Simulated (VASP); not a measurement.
Wanted: the native input for a VASP 6.6.1 run.

```yaml
Task: single point
Functional: PBE
Potentials_or_basis: VASP PAW PBE potentials, release 64 (Al, Ga_d, P)
Cutoff: 520 eV
k_mesh: 10 × 10 × 10
Occupations: gaussian, width 0.02 eV
Spin: no spin polarisation
Dipole_correction: no
Further_INCAR_settings: ALGO = Normal; EDIFF = 1e-07; NBANDS = 31
```

The structure of AlGa2P3 lies in POSCAR:

```
AlGa2P3
1.0
   -1.8665736905      1.8665736905      7.9091450932
    1.8665736905     -1.8665736905      7.9091450932
    1.8665736905      1.8665736905     -7.9091450932
Al Ga P
1 2 3
Direct
    0.5000000000      0.5000000000      0.0000000000
    0.8332387443      0.8332387443      0.0000000000
    0.1667612557      0.1667612557      0.0000000000
    0.4167901317      0.9167901317      0.5000000000
    0.0832098683      0.5832098683      0.5000000000
    0.7500000000      0.2500000000      0.5000000000
```

These files were run (other wordings do the same):

INCAR

```
PREC = Accurate ; ENCUT = 520
EDIFF = 1E-7 ; ISMEAR = 0
SIGMA = 0.02 ; LREAL = F
LASPH = T ; NELM = 80
ALGO = Normal ; ISIF = 2
LWAVE = F ; LCHARG = F
GGA = PE ; NBANDS = 31
```

KPOINTS

```
Automatic mesh
0
Gamma
  10 10 10
```

Potentials or basis: VASP PAW PBE potentials, release 64 (Al, Ga_d, P).

Command:

```sh
$ cat potpaw_PBE.64/Al/POTCAR potpaw_PBE.64/Ga_d/POTCAR potpaw_PBE.64/P/POTCAR > POTCAR
$ mpirun -np 1 vasp_std > vasp.out
```

Results of the run:

The pressure is 13.2 GPa. The band gap on the k mesh is 1.39 eV (least direct gap 1.66 eV).

Caveat: the cell stands under pressure.

Wall time 49 min on 1 thread of Oxide Virtual Turin-like Processor (shared host), peak memory 0.74 GiB.
